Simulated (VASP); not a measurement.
# LiAl16 in VASP: further runs, part 2 of 2

VASP 6.6.1. The steps go on from the part before.

## (3) Single point, PBE

File INCAR:

```
SYSTEM = LiAl16
PREC     = Accurate       ! precision mode
ENCUT    = 520            ! plane-wave cutoff, eV
EDIFF    = 1E-7           ! SCF threshold, eV
ISMEAR   = 0              ! smearing method
SIGMA    = 0.05           ! smearing width, eV
LREAL    = Auto         
LASPH    = .True.         ! aspherical terms in the spheres
NELM     = 60             ! most SCF steps
ALGO     = Normal         ! electronic algorithm
ISIF     = 2              ! what is computed and relaxed
LWAVE    = .False.        ! write WAVECAR
LCHARG   = .False.        ! write CHGCAR
GGA      = PE             ! functional
NBANDS   = 40             ! bands
```

File KPOINTS:

```
regular mesh
0
Gamma
  3 4 1
  0 0 0
```

File POSCAR:

```
LiAl16
1.0
    8.1000000000      0.0000000000      0.0000000000
    0.0000000000      5.7275650000      0.0000000000
    0.0000000000      0.0000000000     16.2956740000
Al Li
16 1
Direct
    0.2500000000      0.2499999564      0.0613659797
    0.7500000000      0.2499999564      0.0613659797
    0.2500000000      0.7500000436      0.0613659797
    0.7500000000      0.7500000436      0.0613659797
    0.0056577778      0.0016642325      0.1435879240
    0.4971683951      0.0010346456      0.1437722060
    0.0016776543      0.5028026744      0.1431841359
    0.5009619753      0.5023085727      0.1434887566
    0.2546567901      0.2520001082      0.2372501438
    0.7544148148      0.2477798157      0.2341449639
    0.2548046914      0.7467028310      0.2407612597
    0.7544195062      0.7628180562      0.2341529414
    0.0068932099      0.0084798688      0.3219828772
    0.5047348148      0.0087276181      0.3221211961
   -0.0120955556      0.5096727842      0.3169590285
    0.5234506173      0.5100617802      0.3174679366
    0.2551640741      0.4135797673      0.4053335873
```

Potentials or basis: VASP PAW PBE potentials, release 64 (Al, Li_sv).

Started as:

```
$ cat potpaw_PBE.64/Al/POTCAR potpaw_PBE.64/Li_sv/POTCAR > POTCAR
$ mpirun -np 1 vasp_std > vasp.out
```

OUTCAR:

```text
SYSTEM = LiAl16
   PREC = Accurate
   ENCUT = 520
   EDIFF = 1E-7
   ISMEAR = 0
   LREAL = Auto
   LASPH = .True.
   NELM = 60
   ISIF = 2
   GGA = PE

 ion  position               nearest neighbor table
   1  0.250  0.250  0.061-   5 2.78   6 2.80   7 2.81   8 2.83   3 2.86   3 2.86   9 2.87
   2  0.750  0.250  0.061-  10 2.82   8 2.82   7 2.83   6 2.83   5 2.85   4 2.86   4 2.86
   3  0.250  0.750  0.061-   5 2.79   7 2.80   6 2.81   8 2.82   1 2.86   1 2.86  11 2.92
   4  0.750  0.750  0.061-   8 2.81  12 2.82   7 2.82   6 2.84   5 2.86   2 2.86   2 2.86
   5  0.006  0.002  0.144-   1 2.78   3 2.79   2 2.85   4 2.86   7 2.86  12 2.86   7 2.87  10 2.88
                            13 2.91   9 2.91  11 2.95
   6  0.497  0.001  0.144-   1 2.80   3 2.81   2 2.83   4 2.84   8 2.86   8 2.87   9 2.87  12 2.89
                            14 2.91  11 2.91  10 2.92
   7  0.002  0.503  0.143-   3 2.80   1 2.81   4 2.82   2 2.83  15 2.83   5 2.86   5 2.87  10 2.89
                            12 2.90   9 2.93  11 2.95
   8  0.501  0.502  0.143-   4 2.81   3 2.82   2 2.82   1 2.83  16 2.84   6 2.86   6 2.87   9 2.89
                            11 2.91  10 2.92  12 2.94
   9  0.255  0.252  0.237-  13 2.81  14 2.82  11 2.83   1 2.87   6 2.87  17 2.89   8 2.89  11 2.89
                             5 2.91  15 2.92   7 2.93  16 2.94
  10  0.754  0.248  0.234-  16 2.76  15 2.77  12 2.78   2 2.82  14 2.83  13 2.85   5 2.88   7 2.89
                             6 2.92   8 2.92  12 2.95
  11  0.255  0.747  0.241-   9 2.83  13 2.83  15 2.84  14 2.85  16 2.85   9 2.89   8 2.91   6 2.91
                             3 2.92   7 2.95   5 2.95
  12  0.754  0.763  0.234-  16 2.73  15 2.74  10 2.78   4 2.82  14 2.85   5 2.86  13 2.87   6 2.89
                             7 2.90   8 2.94  10 2.95
  13  0.007  0.008  0.322-   9 2.81  11 2.83  10 2.85  15 2.86  12 2.87  15 2.88   5 2.91
  14  0.505  0.009  0.322-   9 2.82  10 2.83  11 2.85  12 2.85  16 2.86  16 2.88   6 2.91
  15  0.988  0.510  0.317-  17 2.66  12 2.74  10 2.77   7 2.83  11 2.84  13 2.86  13 2.88   9 2.92

  16  0.523  0.510  0.317-  17 2.66  12 2.73  10 2.76   8 2.84  11 2.85  14 2.86  14 2.88   9 2.94

  17  0.255  0.414  0.405-  15 2.66  16 2.66   9 2.89

  LATTYP: Found a simple orthorhombic cell.
 ALAT       =     5.7275650000
 B/A-ratio  =     1.4142135445
 C/A-ratio  =     2.8451312207

  Lattice vectors:

 A1 = (   0.0000000000,  -5.7275650000,   0.0000000000)
 A2 = (   8.1000000000,   0.0000000000,   0.0000000000)
 A3 = (   0.0000000000,   0.0000000000,  16.2956740000)

Analysis of symmetry for initial positions (statically):
=====================================================================
 Subroutine PRICEL returns:
 Original cell was already a primitive cell.

 Routine SETGRP: Setting up the symmetry group for a
 simple orthorhombic supercell.

 Subroutine GETGRP returns: Found  1 space group operations
 (whereof  1 operations were pure point group operations)
 out of a pool of  8 trial point group operations.

The static configuration has the point symmetry C_1 .

Analysis of symmetry for dynamics (positions and initial velocities):
=====================================================================
 Subroutine PRICEL returns:
 Original cell was already a primitive cell.

 Routine SETGRP: Setting up the symmetry group for a
 simple orthorhombic supercell.

 Subroutine GETGRP returns: Found  1 space group operations
 (whereof  1 operations were pure point group operations)
 out of a pool of  8 trial point group operations.

The dynamic configuration has the point symmetry C_1 .

 Subroutine INISYM returns: Found  1 space group operations
[... 92 lines left out ...]
   number of dos      NEDOS =    301   number of ions     NIONS =     17
   total plane-waves  NPLWV = 362880
   dimension x,y,z NGX =    60 NGY =   48 NGZ =  126
   dimension x,y,z NGXF=   120 NGYF=   96 NGZF=  252
   ions per type =              16   1
   NGX,Y,Z   is equivalent  to a cutoff of  12.31, 13.93, 12.85 a.u.
   NGXF,Y,Z  is equivalent  to a cutoff of  24.63, 27.86, 25.71 a.u.
 SYSTEM =  LiAl16
   PREC   = accura    normal or accurate (medium, high low for compatibility)
   ISTART =      0    job   : 0-new  1-cont  2-samecut
   ICHARG =      2    charge: 1-file 2-atom 10-const
   ISPIN  =      1    spin polarized calculation?
   LNONCOLLINEAR =      F non collinear calculations
   LSORBIT =      F    spin-orbit coupling
   LASPH  =      T    aspherical Exc in radial PAW
   ENCUT  =  520.0 eV  38.22 Ry    6.18 a.u.  15.06 10.65 30.30*2*pi/ulx,y,z
   NELM   =     60;   NELMIN=  2; NELMDL= -5     # of ELM steps
   EDIFF  = 0.1E-06   stopping-criterion for ELM
   LREAL  =      T    real-space projection
   EDIFFG = 0.1E-05   stopping-criterion for IOM
   NSW    =      0    number of steps for IOM
   IBRION =     -1    ionic relax: 0-MD 1-quasi-New 2-CG
   NFREE  =      0    steps in history (QN), initial steepest desc. (CG)
   ISIF   =      2    stress and relaxation
   ISYM   =      2    0-nonsym 1-usesym 2-fastsym
   POTIM  = 0.5000    time-step for ionic-motion
   TEBEG  =    0.0;   TEEND  =   0.0 temperature during run
   PSTRESS=    0.0 pullay stress
   NELECT =      51.0000    total number of electrons
   NUPDOWN=      -1.0000    fix difference up-down
   EMIN   =  10.00;   EMAX   =-10.00  energy-range for DOS
   EFERMI =   0.00;   METHOD = LEGACY
   ISMEAR =     0;   SIGMA  =   0.05  broadening in eV -4-tet -1-fermi 0-gaus
   EFERMI_NEDOS =   21; number of points for ismear=-14 and -15
   IALGO  =     38    algorithm
   IMIX   =      4    mixing-type and parameters
     AMIX     =   0.40;   BMIX     =  1.00
     AMIX_MAG =   1.60;   BMIX_MAG =  1.00
  volume/ion in A,a.u.               =      44.47       300.11
  Fermi-wavevector in a.u.,A,eV,Ry     =   0.666432  1.259374  6.042775  0.444131
  Thomas-Fermi vector in A             =   1.740731
   LORBIT       =      0    0 simple, 1 ext, 2 COOP (PROOUT), +10 PAW based schemes
   GGA     = PE    functional components
   LHFCALC =     F    Hartree Fock is set to
   AEXX    =    0.0000 exact exchange contribution
   IVDW    =     0    specifies the selected vdW correction
   LEPSILON=     F    determine dielectric tensor
   LRPA    =     F    only Hartree local field effects (RPA)
 non-spin polarized calculation
 Gauss-broadening in eV      SIGMA  =   0.05
  energy-cutoff  :      520.00
  volume of cell :      756.01
 maximum number of plane-waves:     20387
   NGX = 31   NGY = 21   NGZ = 61

 number of electron      50.9999998 magnetization

 Free energy of the ion-electron system (eV)
  ---------------------------------------------------
  ext. energy  EPLUGINS =         0.00000000
  ---------------------------------------------------
  free energy    TOTEN  =       -56.68228553 eV

  energy without entropy =      -56.66869377  energy(sigma->0) =      -56.67548965

 E-fermi :   0.5510     XC(G=0):  -4.9460

 val. band max:        0.5455484465   @ k =   0.0000   0.2500   0.0000
 cond. band min:       0.5593234829   @ k =   0.3333   0.0000   0.0000
 fundamental gap:      0.0137750364
 Fermi energy:         0.5510384145

 k-point     1 :       0.0000    0.0000    0.0000
  band No.  band energies     occupation
      1     -46.9310      2.00000
      2      -9.6770      2.00000
      3      -7.4839      2.00000
      4      -7.4514      2.00000
      5      -7.3011      2.00000
      6      -5.2809      2.00000
[... 269 lines left out ...]
     36       3.1466      0.00000
     37       3.2822      0.00000
 [bands above 37 left out]

------------------------ aborting loop because EDIFF is reached ----------------------------------------

  FORCE on cell =-STRESS in cart. coord.  units (eV):
  Direction    XX          YY          ZZ          XY          YZ          ZX
  --------------------------------------------------------------------------------------
  -------------------------------------------------------------------------------------
  Total       -7.2745234     -9.2711253     -0.0556325      0.1438155     -0.6530368     -0.0887651
  in kB      -15.4165698    -19.6478782     -0.1178994      0.3047817     -1.3839515     -0.1881158
  external PRESSURE =     -11.7274491 kB  Pullay stress =       0.0000000 kB

 VOLUME and BASIS-vectors are now :
 -----------------------------------------------------------------------------
  energy-cutoff  :      520.00
  volume of cell :      756.01
      direct lattice vectors                 reciprocal lattice vectors
     8.100000000  0.000000000  0.000000000     0.123456790  0.000000000  0.000000000
     0.000000000  5.727565000  0.000000000     0.000000000  0.174594265  0.000000000
     0.000000000  0.000000000 16.295674000     0.000000000  0.000000000  0.061365980

 POSITION                                       TOTAL-FORCE (eV/Angst)
 -----------------------------------------------------------------------------------
      2.02500      1.43189      1.00000         0.011999      0.003129     -0.015801
      6.07500      1.43189      1.00000        -0.000157      0.032945     -0.012139
      2.02500      4.29567      1.00000         0.013336      0.027082      0.043966
      6.07500      4.29567      1.00000        -0.002704      0.012194     -0.012313
      0.04583      0.00953      2.33986         0.000989      0.002988      0.000779
      4.02706      0.00593      2.34286         0.005291      0.001764      0.001999
[... 9 lines left out ...]
      4.23995      2.92141      5.17335        -0.013731      0.020856      0.001817
      2.06683      2.36880      6.60518        -0.001725     -0.190398      0.001286
 -----------------------------------------------------------------------------------
    total drift:                               -0.013035     -0.000593      0.000718

  FREE ENERGIE OF THE ION-ELECTRON SYSTEM (eV)
  ---------------------------------------------------
  free  energy   TOTEN  =       -56.6822855337 eV

  energy  without entropy=      -56.6686937726  energy(sigma->0) =      -56.67548965
```

It took 4.9 min on 1 thread of AMD EPYC 9R45 (Zen 5), shared host; peak memory 0.69 GiB.

What came out:

* Free energy: -56.6823 eV
* Largest force: 0.190 eV/Å

Forces in eV/Å, atoms in the order of the input:
```
Al   0.012  0.003 -0.016
Al   0.000  0.033 -0.012
Al   0.013  0.027  0.044
Al  -0.003  0.012 -0.012
Al   0.001  0.003  0.001
Al   0.005  0.002  0.002
Al  -0.002  0.007 -0.003
Al  -0.001  0.004 -0.003
Al  -0.002  0.000 -0.019
Al  -0.003  0.012  0.007
Al  -0.001 -0.002  0.001
Al  -0.003  0.014  0.010
Al   0.009  0.015  0.000
Al  -0.017  0.017 -0.001
Al   0.006  0.022 -0.001
Al  -0.014  0.021  0.002
Li  -0.002 -0.190  0.001
```

Levels at points of the mesh, in eV from the Fermi level:
```tsv
k point	band 24	band 25	band 26	band 27	band 28	band 29
(0.00, 0.00, 0.00)	-0.90	-0.62	-0.28	-0.16	0.07	0.99
(0.00, 0.50, 0.00)	-0.08	-0.07	0.53	0.59	1.06	1.16
```

Caveat: the cutoff is under 1.25 times the usual one of these potentials, so pressure, stress and relaxed cells hold a basis-set (Pulay) error.

## (4) Single point, PBE

File INCAR:

```
SYSTEM = LiAl16
PREC = Accurate
ENCUT = 520
EDIFF = 1E-6
ISMEAR = 0
SIGMA = 0.05
LREAL = Auto
LASPH = .TRUE.
NELM = 80
ALGO = Normal
ISIF = 2
LWAVE = .FALSE.
LCHARG = .FALSE.
GGA = PE
NBANDS = 40
```

File KPOINTS:

```
regular mesh
0
G
  3 4 1
  0 0 0
```

File POSCAR:

```
LiAl16
1.0
    8.1000000000      0.0000000000      0.0000000000
    0.0000000000      5.7275650000      0.0000000000
    0.0000000000      0.0000000000     16.2956740000
Al Li
16 1
Direct
    0.2500000000      0.2499999564      0.0613659797
    0.7500000000      0.2499999564      0.0613659797
    0.2500000000      0.7500000436      0.0613659797
    0.7500000000      0.7500000436      0.0613659797
    0.0056577778     -0.0016640579      0.1435879240
    0.4971683951     -0.0010346456      0.1437722060
    0.0016777778      0.4971971510      0.1431841359
    0.5009619753      0.4976912527      0.1434887566
    0.2548046914      0.2532969944      0.2407611983
    0.7544195062      0.2371817692      0.2341530642
    0.2546567901      0.7479998918      0.2372499597
    0.7544146914      0.7522198351      0.2341450866
    0.0068934568     -0.0084802180      0.3219828772
    0.5047344444     -0.0087277927      0.3221211347
   -0.0120950617      0.4903268667      0.3169590899
    0.5234501235      0.4899376960      0.3174679979
    0.2551639506      0.5864258197      0.4053335259
```

Started as:

```
$ cat potpaw_PBE.64/Al/POTCAR potpaw_PBE.64/Li_sv/POTCAR > POTCAR
$ mpirun -np 1 vasp_std > vasp.out
```

It took 4 min on 1 thread of AMD EPYC 9R45 (Zen 5), shared host; peak memory 0.69 GiB.

Results (log left out):

```
Free energy   : -56.6823 eV
Largest force : 0.190 eV/Å
```

Forces on the atoms (eV/Å):
```
Al   0.013 -0.027  0.044
Al  -0.003 -0.012 -0.012
Al   0.012 -0.003 -0.016
Al   0.000 -0.033 -0.012
Al   0.001 -0.003  0.001
Al   0.005 -0.002  0.002
Al  -0.002 -0.007 -0.003
Al  -0.001 -0.004 -0.003
Al  -0.001  0.002  0.001
Al  -0.003 -0.014  0.010
Al  -0.002  0.000 -0.019
Al  -0.003 -0.012  0.007
Al   0.009 -0.015  0.000
Al  -0.017 -0.017 -0.001
Al   0.006 -0.022 -0.001
Al  -0.014 -0.021  0.002
Li  -0.002  0.190  0.001
```

Levels at points of the mesh, in eV from the Fermi level:
```csv
k point,band 23,band 24,band 25,band 26,band 27,band 28,band 29,band 30
"(0.00, 0.00, 0.00)",-0.96,-0.90,-0.62,-0.28,-0.16,0.07,0.99,1.03
"(0.00, 0.50, 0.00)",-0.85,-0.08,-0.07,0.53,0.59,1.06,1.16,1.44
```

Caveat: the cutoff is under 1.25 times the usual one of these potentials, so pressure, stress and relaxed cells hold a basis-set (Pulay) error.
